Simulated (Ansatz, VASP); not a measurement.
SiNi in VASP and in Ansatz

```xyz
2
Lattice="0.0000 2.3705 2.3705 2.3705 0.0000 2.3705 2.3705 2.3705 0.0000" Properties=species:S:1:pos:R:3 pbc="T T T"
Ni    0.0000    0.0000    0.0000
Si    2.3705    2.3705    2.3705
```

Alike in both runs: functional PBE; k mesh 14 × 14 × 14; occupations fermi-dirac, width 0.08 eV; no spin polarisation.

Ansatz relaxed the structure, and its values are those at the end. VASP's run is a single point on that final structure, the one shown.

```csv
,VASP,Ansatz
version,VASP 6.6.1,Ansatz 0.2.0
potentials or method,"VASP PAW PBE potentials, release 64 (Ni, Si)","PAW with Ansatz's default frozen-core files, scalar-relativistic"
plane-wave cutoff (eV),520,420
valence electrons in the cell,14,22
```

```tsv
	VASP	Ansatz	Ansatz less VASP
pressure (GPa)	0.0	0.0	-0.01
```

The functional is the same, so the differences come from potentials, cutoffs and numerics. VASP's potentials hold 14 valence electrons a cell and Ansatz's 22, so a difference there can come from the potentials and not from the codes.
